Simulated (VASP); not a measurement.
Sb:

```
Sb
1.0
     0.00000    2.47000    2.47000
     2.47000    0.00000    2.47000
     2.47000    2.47000    0.00000
Sb
1
Direct
  0.00000 0.00000 0.00000
```

This isn't the form of Sb at room conditions, which is rhombohedral.

| Quantity | Value |
| --- | --- |
| Program | VASP 6.6.1 |
| Task | relaxation of cell and atoms |
| Functional | LDA |
| Potentials or basis | VASP PAW LDA potentials, release 64 (Sb) |
| Cutoff | 500 eV |
| k mesh | 8 × 8 × 8 |
| Occupations | fermi-dirac, width 0.05 eV |
| Spin | no spin polarisation |

At the start: pressure -7.7 GPa; volume 30.14 Å³/atom.

Question: How do energy, volume and symmetry change on relaxing?

Answer: Over 3 steps the energy falls by 113.3 meV/atom and the volume is 26.03 Å³/atom (-13.6 %); space group Fm-3m (No. 225, to 0.1 Å) before and after.

Step by step:
| step | energy change (eV) | largest force (eV/Å) | pressure (GPa) | volume (Å³) |
| --- | --- | --- | --- | --- |
| 1 | 0.0000 | 0.0000 | -7.74 | 30.14 |
| 2 | -0.0820 | 0.0000 | 5.92 | 24.23 |
| 3 | -0.1133 | 0.0000 | -0.01 | 26.03 |

Final structure:
```
Sb
1.0
     0.00000    2.35212    2.35212
     2.35212    0.00000    2.35212
     2.35212    2.35212    0.00000
Sb
1
Direct
  0.00000 0.00000 0.00000
```
